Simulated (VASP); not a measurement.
# AlN (F-43m) in VASP: a series of runs

Runs on AlN. Level: LDA. Tasks: vibrations by perturbation theory.

Program: VASP 6.6.1. These are calculated values, not measurements. Logs are shortened: lines on timing, memory, paths and dates and some standing lists are left out, and cuts for length are marked.

### Step 1. The cell of the first run

Symmetry: F-43m, No. 216, cubic system. The conventional cell has a = 4.342 Å, b = 4.342 Å, c = 4.342 Å, α = 90.00°, β = 90.00°, γ = 90.00°. Al (site symmetry -43m) has 4 N at 1.88 Å within 2.5 Å. N (site symmetry -43m) has 4 Al at 1.88 Å within 2.5 Å.

### Step 2. Vibrations by perturbation theory, LDA

INCAR reads:

```
SYSTEM = AlN
PREC = Accurate ; ENCUT = 520
EDIFF = 1E-8 ; ISMEAR = 0
SIGMA = 0.01 ; LREAL = .False.
LASPH = .True. ; NELM = 80
ALGO = Normal ; ISIF = 2
LWAVE = .False. ; LCHARG = .False.
GGA = CA ; NBANDS = 11
IBRION = 8 ; NSW = 1
```

KPOINTS reads:

```
regular mesh
0
Gamma
  8 8 8
  0 0 0
```

POSCAR reads:

```
AlN
1.0
    0.0000000000      2.1711430934      2.1711430934
    2.1711430934      0.0000000000      2.1711430934
    2.1711430934      2.1711430934      0.0000000000
Al N
1 1
Direct
    0.0000000000      0.0000000000      0.0000000000
    0.2500000000      0.2500000000      0.2500000000
```

Potentials or basis: VASP PAW LDA potentials, release 64 (Al, N).

The run is started by

```console
$ cat potpaw_LDA.64/Al/POTCAR potpaw_LDA.64/N/POTCAR > POTCAR
$ mpirun -np 1 vasp_std > vasp.out
```

OUTCAR:

```text
SYSTEM = AlN
   PREC = Accurate
   ENCUT = 520
   EDIFF = 1E-8
   ISMEAR = 0
   LREAL = .False.
   LASPH = .True.
   NELM = 80
   ISIF = 2
   GGA = CA
   IBRION = 8
   NSW = 1

 ion  position               nearest neighbor table
   1  0.000  0.000  0.000-   2 1.88   2 1.88   2 1.88   2 1.88
   2  0.250  0.250  0.250-   1 1.88   1 1.88   1 1.88   1 1.88

  LATTYP: Found a face centered cubic cell.
 ALAT       =     4.3422861868

  Lattice vectors:

 A1 = (   0.0000000000,   2.1711430934,   2.1711430934)
 A2 = (   2.1711430934,   0.0000000000,   2.1711430934)
 A3 = (   2.1711430934,   2.1711430934,   0.0000000000)

Analysis of symmetry for initial positions (statically):
=====================================================================
 Subroutine PRICEL returns:
 Original cell was already a primitive cell.

 Routine SETGRP: Setting up the symmetry group for a
 face centered cubic supercell.

 Subroutine GETGRP returns: Found 24 space group operations
 (whereof 24 operations were pure point group operations)
 out of a pool of 48 trial point group operations.

The static configuration has the point symmetry T_d .

Analysis of symmetry for dynamics (positions and initial velocities):
=====================================================================
 Subroutine PRICEL returns:
 Original cell was already a primitive cell.

 Routine SETGRP: Setting up the symmetry group for a
 face centered cubic supercell.

 Subroutine GETGRP returns: Found 24 space group operations
 (whereof 24 operations were pure point group operations)
 out of a pool of 48 trial point group operations.

The dynamic configuration has the point symmetry T_d .

 Subroutine INISYM returns: Found 24 space group operations
 (whereof 24 operations are pure point group operations),
 and found     1 'primitive' translations

----------------------------------------------------------------------------------------

                                     Primitive cell

  volume of cell :      20.4689

  direct lattice vectors                    reciprocal lattice vectors
     0.000000000  2.171143093  2.171143093    -0.230293435  0.230293435  0.230293435
     2.171143093  0.000000000  2.171143093     0.230293435 -0.230293435  0.230293435
     2.171143093  2.171143093  0.000000000     0.230293435  0.230293435 -0.230293435

  length of vectors
     3.070460009  3.070460009  3.070460009     0.398879929  0.398879929  0.398879929

  position of ions in fractional coordinates (direct lattice)
     0.000000000  0.000000000  0.000000000
     0.250000000  0.250000000  0.250000000

  ion indices of the primitive-cell ions
   primitive index   ion index
                 1           1
                 2           2

----------------------------------------------------------------------------------------

 KPOINTS: regular mesh

Automatic generation of k-mesh.
 Grid dimensions read from file:
 generate k-points for:    8    8    8

 Generating k-lattice:

  Cartesian coordinates                     Fractional coordinates (reciprocal lattice)
    -0.028786679  0.028786679  0.028786679     0.125000000  0.000000000  0.000000000
     0.028786679 -0.028786679  0.028786679     0.000000000  0.125000000  0.000000000
     0.028786679  0.028786679 -0.028786679     0.000000000  0.000000000  0.125000000

  Length of vectors
     0.049859991  0.049859991  0.049859991

  Shift w.r.t. Gamma in fractional coordinates (k-lattice)
     0.000000000  0.000000000  0.000000000

[... 81 lines left out ...]
 non-spin polarized calculation
 Gauss-broadening in eV      SIGMA  =   0.01
  energy-cutoff  :      520.00
  volume of cell :       20.47
 maximum number of plane-waves:       568
   NGX = 11   NGY = 11   NGZ = 11

--------------------------------------- Ionic step        1  -------------------------------------------

 number of electron       8.0000000 magnetization

 Free energy of the ion-electron system (eV)
  ---------------------------------------------------
  ext. energy  EPLUGINS =         0.00000000
  ---------------------------------------------------
  free energy    TOTEN  =       -16.37532785 eV

  energy without entropy =      -16.37532785  energy(sigma->0) =      -16.37532785

 E-fermi :   6.0222     XC(G=0): -11.3435

 val. band max:        5.8770551819   @ k =   0.0000   0.0000   0.0000
 cond. band min:       9.1075297791   @ k =   0.5000   0.5000   0.0000
 fundamental gap:      3.2304745972
 Fermi energy:         6.0222165181

 k-point     1 :       0.0000    0.0000    0.0000
  band No.  band energies     occupation
      1      -9.0501      2.00000
      2       5.8771      2.00000
      3       5.8771      2.00000
      4       5.8771      2.00000
      5      10.2704      0.00000
      6      18.3849      0.00000
      7      18.3849      0.00000
      8      18.3849      0.00000
      9      23.5409      0.00000
     10      23.5409      0.00000
     11      24.9600      0.00000
[... 309 lines left out ...]
 k-point    24 :      -0.3750    0.2500    0.1250
  band No.  band energies     occupation
      1      -6.5358      2.00000
      2       0.6203      2.00000
      3       3.6086      2.00000
      4       4.7335      2.00000
      5      12.9275      0.00000
      6      15.1560      0.00000
      7      18.0408      0.00000
      8      18.5333      0.00000
      9      23.0323      0.00000
     10      24.6265      0.00000
     11      27.9424      0.00000

 [... further k-points ...]

------------------------ aborting loop because EDIFF is reached ----------------------------------------

  FORCE on cell =-STRESS in cart. coord.  units (eV):
  Direction    XX          YY          ZZ          XY          YZ          ZX
  --------------------------------------------------------------------------------------
  -------------------------------------------------------------------------------------
  Total        0.0814141      0.0814141      0.0814141      0.0000000      0.0000000      0.0000000
  in kB        6.3725718      6.3725718      6.3725718      0.0000000      0.0000000      0.0000000
  external PRESSURE =       6.3725718 kB  Pullay stress =       0.0000000 kB

 VOLUME and BASIS-vectors are now :
 -----------------------------------------------------------------------------
  energy-cutoff  :      520.00
  volume of cell :       20.47
      direct lattice vectors                 reciprocal lattice vectors
     0.000000000  2.171143093  2.171143093    -0.230293435  0.230293435  0.230293435
     2.171143093  0.000000000  2.171143093     0.230293435 -0.230293435  0.230293435
     2.171143093  2.171143093  0.000000000     0.230293435  0.230293435 -0.230293435

 POSITION                                       TOTAL-FORCE (eV/Angst)
 -----------------------------------------------------------------------------------
      0.00000      0.00000      0.00000         0.000000      0.000000      0.000000
      1.08557      1.08557      1.08557        -0.000000     -0.000000     -0.000000
 -----------------------------------------------------------------------------------
    total drift:                               -0.000000     -0.000000     -0.000000

  FREE ENERGIE OF THE ION-ELECTRON SYSTEM (eV)
  ---------------------------------------------------
  free  energy   TOTEN  =       -16.3753278546 eV

  energy  without entropy=      -16.3753278546  energy(sigma->0) =      -16.37532785

[... ionic steps 2 to 3 ...]

--------------------------------------- Ionic step        4  -------------------------------------------

------------------------ aborting loop because EDIFF is reached ----------------------------------------

[... ionic steps 5 to 6 ...]

--------------------------------------- Ionic step        7  -------------------------------------------

 Free energy of the ion-electron system (eV)
  ---------------------------------------------------
  ---------------------------------------------------
  free energy    TOTEN  =        -0.23481537 eV

  energy without entropy =       -0.23481537

------------------------ aborting loop because EDIFF is reached ----------------------------------------

 INTERNAL STRAIN TENSOR  FOR ION    2  DIRECTION 1   (eV/Angst):
 -----------------------------------------------------------------------------
    -0.01165  0.00000  0.00000
     0.00000  0.00634 -9.66222
     0.00000 -9.66222  0.00634

 INTERNAL STRAIN TENSOR FOR ION    2 for displacements in x,y,z  (eV/Angst):
          X           Y           Z          XY          YZ          ZX
  --------------------------------------------------------------------------------
  x    -0.00000     0.00000     0.00000     0.00000    -9.66222     0.00000
  y     0.00000     0.00000     0.00000     0.00000     0.00000    -9.66222
  z     0.00000     0.00000    -0.00000    -9.66222     0.00000     0.00000

 SECOND DERIVATIVES (NOT SYMMETRIZED)
 ------------------------------------
               1X          1Y          1Z          2X          2Y          2Z
  1X   -15.239004    0.000000    0.000000   15.239004    0.000000    0.000000
  1Y     0.000000  -15.239004    0.000000    0.000000   15.239004    0.000000
  1Z     0.000000    0.000000  -15.239004    0.000000    0.000000   15.239004
  2X    15.241332    0.000000    0.000000  -15.241332    0.000000    0.000000
  2Y     0.000000   15.241332    0.000000    0.000000  -15.241332    0.000000
  2Z     0.000000    0.000000   15.241332    0.000000    0.000000  -15.241332

 Eigenvectors and eigenvalues of the dynamical matrix
 ----------------------------------------------------

   1 f  =   20.101982 THz   126.304478 2PiTHz  670.529943 cm-1    83.135080 meV
             X         Y         Z           dx          dy          dz
      0.000000  0.000000  0.000000    -0.000000   -0.584469   -0.000000
      1.085572  1.085572  1.085572     0.000000    0.811416   -0.000000
[... 21 lines left out ...]
   6 f/i=    0.000728 THz     0.004575 2PiTHz    0.024289 cm-1     0.003011 meV
             X         Y         Z           dx          dy          dz
      0.000000  0.000000  0.000000     0.089497    0.140848    0.794071
      1.085572  1.085572  1.085572     0.064465    0.101454    0.571974

--------------------------------------------------------------------------------------------------------

 ELASTIC MODULI CONTR FROM IONIC RELAXATION (kBar)
 Direction    XX          YY          ZZ          XY          YZ          ZX
 --------------------------------------------------------------------------------
 XX          -0.0000     -0.0000      0.0000     -0.0000     -0.0000      0.0000
 YY          -0.0000     -0.0000      0.0000     -0.0000     -0.0000      0.0000
 ZZ           0.0000      0.0000     -0.0000     -0.0000      0.0000     -0.0000
 XY          -0.0000     -0.0000     -0.0000   -449.4566     -0.0000     -0.0000
 YZ          -0.0000     -0.0000      0.0000     -0.0000   -449.4566     -0.0000
 ZX           0.0000      0.0000     -0.0000     -0.0000     -0.0000   -449.4566
 --------------------------------------------------------------------------------
```

Wall time 55 s (1 thread of Intel Xeon 8259CL, shared host); peak memory 0.17 GiB.

Results:

| Property | Result |
| --- | --- |
| Highest phonon frequency at Γ, LO-TO splitting left out | 671 cm⁻¹ |

Phonon frequencies in cm⁻¹ (negative: imaginary):
```csv
q point,frequencies
"(0.000, 0.000, 0.000)",0 0 0 671 671 671
```

### Step 3. Vibrations by perturbation theory, LDA (10.39 Å³/atom)

This run uses another cell than the first one, of 10.39 Å³/atom.

INCAR reads:

```
SYSTEM = AlN
PREC = Accurate
ENCUT = 520
EDIFF = 1E-8
ISMEAR = 0
SIGMA = 0.01
LREAL = .FALSE.
LASPH = .TRUE.
NELM = 100
ALGO = Normal
ISIF = 2
LWAVE = .FALSE.
LCHARG = .FALSE.
NBANDS = 11
IBRION = 8
NSW = 1
```

KPOINTS reads:

```
regular mesh
0
G
  8 8 8
  0 0 0
```

POSCAR reads:

```
AlN
1.0
    0.0000000000      2.1819449782      2.1819449782
    2.1819449782      0.0000000000      2.1819449782
    2.1819449782      2.1819449782      0.0000000000
Al N
1 1
Direct
    0.0000000000      0.0000000000      0.0000000000
    0.2500000000      0.2500000000      0.2500000000
```

Potentials or basis: VASP PAW LDA potentials, release 64 (Al, N).

The run is started by

```console
$ cat potpaw_LDA.64/Al/POTCAR potpaw_LDA.64/N/POTCAR > POTCAR
$ mpirun -np 1 vasp_std > vasp.out
```

OUTCAR:

```text
SYSTEM = AlN
   PREC = Accurate
   ENCUT = 520
   EDIFF = 1E-8
   ISMEAR = 0
   LREAL = .FALSE.
   LASPH = .TRUE.
   NELM = 100
   ISIF = 2
   IBRION = 8
   NSW = 1

 ion  position               nearest neighbor table
   1  0.000  0.000  0.000-   2 1.89   2 1.89   2 1.89   2 1.89
   2  0.250  0.250  0.250-   1 1.89   1 1.89   1 1.89   1 1.89

  LATTYP: Found a face centered cubic cell.
 ALAT       =     4.3638899564

  Lattice vectors:

[... 590 lines left out ...]
 ------------------------------------
               1X          1Y          1Z          2X          2Y          2Z
  1X   -14.595003    0.000000    0.000000   14.595003    0.000000    0.000000
  1Y     0.000000  -14.595003    0.000000    0.000000   14.595003    0.000000
  1Z     0.000000    0.000000  -14.595003    0.000000    0.000000   14.595003
  2X    14.598210    0.000000    0.000000  -14.598210    0.000000    0.000000
  2Y     0.000000   14.598210    0.000000    0.000000  -14.598210    0.000000
  2Z     0.000000    0.000000   14.598210    0.000000    0.000000  -14.598210

 Eigenvectors and eigenvalues of the dynamical matrix
 ----------------------------------------------------

   1 f  =   19.673075 THz   123.609579 2PiTHz  656.223163 cm-1    81.361266 meV
             X         Y         Z           dx          dy          dz
      0.000000  0.000000  0.000000     0.000000    0.584456    0.000000
      1.090972  1.090972  1.090972     0.000000   -0.811426    0.000000
[... 21 lines left out ...]
   6 f/i=    0.001025 THz     0.006439 2PiTHz    0.034182 cm-1     0.004238 meV
             X         Y         Z           dx          dy          dz
      0.000000  0.000000  0.000000     0.000000    0.000000    0.811426
      1.090972  1.090972  1.090972     0.000000    0.000000    0.584456

--------------------------------------------------------------------------------------------------------

 ELASTIC MODULI CONTR FROM IONIC RELAXATION (kBar)
 Direction    XX          YY          ZZ          XY          YZ          ZX
 --------------------------------------------------------------------------------
 XX          -0.0000     -0.0000     -0.0000      0.0000     -0.0000      0.0000
 YY          -0.0000     -0.0000     -0.0000      0.0000      0.0000      0.0000
 ZZ          -0.0000     -0.0000     -0.0000     -0.0000      0.0000      0.0000
 XY           0.0000      0.0000     -0.0000   -385.0964      0.0000      0.0000
 YZ          -0.0000      0.0000      0.0000      0.0000   -385.0964      0.0000
 ZX           0.0000      0.0000      0.0000      0.0000      0.0000   -385.0964
 --------------------------------------------------------------------------------
```

It took 52 s on 1 thread of Intel Xeon 8259CL, shared host; peak memory 0.17 GiB.

What came out:

```yaml
Highest_phonon_frequency_at_Γ_LO-TO_splitting_left_out: 656 cm⁻¹
```

Phonon frequencies in cm⁻¹ (negative: imaginary):
```csv
q point,frequencies
"(0.000, 0.000, 0.000)",0 0 0 656 656 656
```

Caveat: the cell stands under pressure or tension, which shifts response properties.
